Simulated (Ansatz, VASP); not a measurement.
**Two plane-wave programs on Cd2HgS3**

Contents of INCAR:

```
SYSTEM = Cd2HgS3
ALGO = Normal
EDIFF = 1E-6
EDIFFG = -0.01
ENCUT = 600
GGA = PE
IBRION = 2
ISIF = 3
ISMEAR = 0
LASPH = .TRUE.
LCHARG = .FALSE.
LREAL = .FALSE.
LWAVE = .FALSE.
NELM = 100
NSW = 100
PREC = Accurate
SIGMA = 0.02
```

The input KPOINTS:

```
k-points
0
G
  8 8 4
  0 0 0
```

File POSCAR:

```
Cd2HgS3
1.0
    3.6231777000     -2.0553410000      0.0000000000
    3.6231777000      2.0553410000      0.0000000000
   -1.1097476000      0.0000000000      9.6919747000
Cd Hg S
2 1 3
Direct
    0.9988820000      0.5943710000      0.1631690000
    0.4056290000      0.0011180000      0.8368310000
    0.6919950000      0.3080050000      0.5000000000
    0.4840040000      0.5159960000      0.0000000000
    0.9588240000      0.5393350000      0.6815380000
    0.4606650000      0.0411760000      0.3184620000
```

Input for Ansatz:

```yaml
crystal:
  lattice:
    - [3.6231777, -2.055341, 0.0]
    - [3.6231777, 2.055341, 0.0]
    - [-1.1097476, 0.0, 9.6919747]
  atoms:
    - { symbol: Cd, position: [0.998882, 0.594371, 0.163169] }
    - { symbol: Cd, position: [0.405629, 0.001118, 0.836831] }
    - { symbol: Hg, position: [0.691995, 0.308005, 0.5] }
    - { symbol: S, position: [0.484004, 0.515996, 0.0] }
    - { symbol: S, position: [0.958824, 0.539335, 0.681538] }
    - { symbol: S, position: [0.460665, 0.041176, 0.318462] }
basis:
  ecutwfc: 420
kpoints:
  mp_grid: { grid: [8, 8, 4] }
hamiltonian:
  xc: pbe
scf:
  occupations: { method: gaussian, width: 0.02 }
output:
  forces: true
  stress: true
  eigenvalues: true
relax:
  adjacent_minimum: "off"
  f_tol: 0.01
  max_steps: 80
  cell: { stress_tol: 0.05 }
```

Alike in both runs: task relaxation of cell and atoms; functional PBE; k mesh 8 × 8 × 4; occupations gaussian, width 0.02 eV; no spin polarisation.

|  | VASP | Ansatz |
| --- | --- | --- |
| version | VASP 6.6.1 | Ansatz 0.2.0 |
| potentials or method | VASP PAW PBE potentials, release 64 (Cd, Hg, S), cutoff 600 eV | scalar-relativistic, plane waves, PAW |
| valence electrons in the cell | 54 | 78 |

```tsv
	VASP	Ansatz	Ansatz less VASP
gap on the k mesh at the Fermi level, each at its own relaxed structure (eV)	1.03	1.04	+0.007
relaxed volume (Å³/atom)	24.18	24.06	-0.123
relaxed cell length with the largest relative difference (Å)	9.773	9.755	-0.0174
```

VASP's potentials hold 54 valence electrons a cell and Ansatz's 78, so a difference there can come from the potentials and not from the codes.

Neither program's run includes spin-orbit coupling.
